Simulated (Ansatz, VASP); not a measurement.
**Two plane-wave programs on Ti**

```
Ti
1.0
     2.93858    0.00000    0.00000
    -1.46929    2.54489    0.00000
     0.00000    0.00000    4.65043
Ti
2
Direct
  0.33333 0.66667 0.25000
  0.66667 0.33333 0.75000
```

Alike in both runs: task relaxation of cell and atoms; functional PBEsol; k mesh 18 × 18 × 10; occupations gaussian, width 0.1 eV; no spin polarisation.

|  | VASP | Ansatz |
| --- | --- | --- |
| version | VASP 6.6.1 | Ansatz 0.2.0 |
| potentials or method | VASP PAW PBE potentials, release 64 (Ti_sv), cutoff 600 eV | scalar-relativistic, plane waves, PAW |
| valence electrons in the cell | 24 | 24 |

Ansatz gave:

| Item | Value |
| --- | --- |
| gap on the k mesh at the Fermi level, each at its own relaxed structure (eV) | none |
| relaxed volume (Å³/atom) | 16.72 |
| relaxed cell length with the largest relative difference (Å) | 2.900 |

Problem. What did VASP give for the same quantities?

Solution. gap on the k mesh at the Fermi level, each at its own relaxed structure (eV): none; relaxed volume (Å³/atom): 16.68; relaxed cell length with the largest relative difference (Å): 2.898.

VASP's potentials were made for PBE, not for PBEsol. A gap of «none» marks a metal or a gap that the smearing closes.
